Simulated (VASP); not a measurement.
Input of a VASP 6.6.1 run:

Contents of INCAR:

```
PREC     = Accurate       # precision mode
ENCUT    = 500            # plane-wave cutoff, eV
EDIFF    = 1E-6           # SCF threshold, eV
ISMEAR   = 0              # smearing method
SIGMA    = 0.1            # smearing width, eV
LREAL    = F              # projectors in reciprocal space
LASPH    = T              # aspherical terms in the spheres
NELM     = 120            # most SCF steps
ALGO     = Normal         # electronic algorithm
ISIF     = 2              # what is computed and relaxed
LWAVE    = F              # write WAVECAR
LCHARG   = T              # write CHGCAR
GGA      = PE             # functional
LELF     = T              # ELF
LVHAR    = T            
NBANDS   = 34             # bands
GGA_COMPAT= F
```

KPOINTS

```
Automatic mesh
0
Gamma
  12 12 10
```

Contents of POSCAR:

```
Ga
1.0
    2.2866944478     -3.8697836142      0.0000000000
    2.2866944478      3.8697836142      0.0000000000
    0.0000000000      0.0000000000      4.5890284908
Ga
4
Direct
    0.8436582830      0.1563417170      0.0822683876
    0.6563417170      0.3436582830      0.5822683876
    0.1563417170      0.8436582830      0.9177316124
    0.3436582830      0.6563417170      0.4177316124
```

Potentials or basis: VASP PAW PBE potentials, release 64 (Ga_d).

Launch:

```console
$ cat potpaw_PBE.64/Ga_d/POTCAR > POTCAR
$ mpirun -np 1 vasp_std > vasp.out
```

Q: Predict the pressure.

A: 0.1 GPa.

Q: What does it give for the largest force?

A: 0.004 eV/Å.

Q: Predict the band gap on the k mesh.

A: Zero (bands 26 and 27 overlap by 1.35 eV).

Forces on the atoms (eV/Å):
```
Ga   0.000 -0.004 -0.001
Ga   0.000  0.004 -0.001
Ga   0.000  0.004  0.001
Ga   0.000 -0.004  0.001
```
